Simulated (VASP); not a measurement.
Here is a VASP 6.6.1 calculation.

INCAR

```
SYSTEM = CdF2
PREC = Accurate
ENCUT = 520
EDIFF = 1E-6
ISMEAR = 0
SIGMA = 0.05
LREAL = .False.
LASPH = .True.
NELM = 80
ALGO = Normal
ISIF = 2
LWAVE = .False.
LCHARG = .False.
GGA = PS
NBANDS = 20
```

KPOINTS

```
Automatic mesh
0
Gamma
  8 8 8
  0 0 0
```

The input POSCAR:

```
CdF2
1.0
    0.0000000000      2.5662871358      2.7253969382
    2.5662871358      0.0000000000      2.7253969382
    2.5662871358      2.5662871358      0.0000000000
Cd F
1 2
Direct
    0.0000000000      0.0000000000      0.0000000000
    0.2500000000      0.2500000000      0.2500000000
    0.7500000000      0.7500000000      0.7500000000
```

Potentials or basis: VASP PAW PBE potentials, release 64 (Cd, F).

The run is started by

```bash
$ cat potpaw_PBE.64/Cd/POTCAR potpaw_PBE.64/F/POTCAR > POTCAR
$ mpirun -np 1 vasp_std > vasp.out
```

(1) Predict the band gap on the k mesh.

(2) Estimate the pressure.

Answers

(1) 3.11 eV (least direct gap 3.41 eV).

(2) 12.2 GPa.

Caveat: the cell stands under pressure; the PAW data sets were made with another functional, which shifts forces and pressure a little.
